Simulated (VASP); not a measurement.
Wanted: the native input for a VASP 6.6.1 run.

```
Task                   : single point
Functional             : PBEsol
Potentials or basis    : VASP PAW PBE potentials, release 64 (Cd, F)
Cutoff                 : 520 eV
k mesh                 : 8 × 8 × 8
Occupations            : gaussian, width 0.05 eV
Spin                   : no spin polarisation
Dipole correction      : no
Further INCAR settings : ALGO = Normal; EDIFF = 1e-06; NBANDS = 20
```

The structure of CdF2 lies in POSCAR:

```
CdF2
1.0
    0.0000000000      2.6380099148      2.6912977151
    2.6380099148      0.0000000000      2.6912977151
    2.6380099148      2.6380099148      0.0000000000
Cd F
1 2
Direct
    0.0000000000      0.0000000000      0.0000000000
    0.2500000000      0.2500000000      0.2500000000
    0.7500000000      0.7500000000      0.7500000000
```

These files were run (other wordings do the same):

INCAR

```
ALGO = Normal
EDIFF = 1E-6
ENCUT = 520
GGA = PS
ISIF = 2
ISMEAR = 0
LASPH = T
LCHARG = F
LREAL = F
LWAVE = F
NBANDS = 20
NELM = 60
PREC = Accurate
SIGMA = 0.05
```

KPOINTS

```
k-points
0
Gamma
  8 8 8
```

Potentials or basis: VASP PAW PBE potentials, release 64 (Cd, F).

The run is started by

```console
$ cat potpaw_PBE.64/Cd/POTCAR potpaw_PBE.64/F/POTCAR > POTCAR
$ mpirun -np 1 vasp_std > vasp.out
```

It gave:

| Item | Value |
| --- | --- |
| Pressure | 5.9 GPa |
| Band gap on the k mesh | 3.03 eV (least direct gap 3.44 eV) |

Caveat: the cell stands under pressure; the PAW data sets were made with another functional, which shifts forces and pressure a little.

Run time: 23 s on 1 thread of Intel(R) Xeon(R) Platinum 8488C (Sapphire Rapids), on a shared host, peak memory 0.18 GiB.
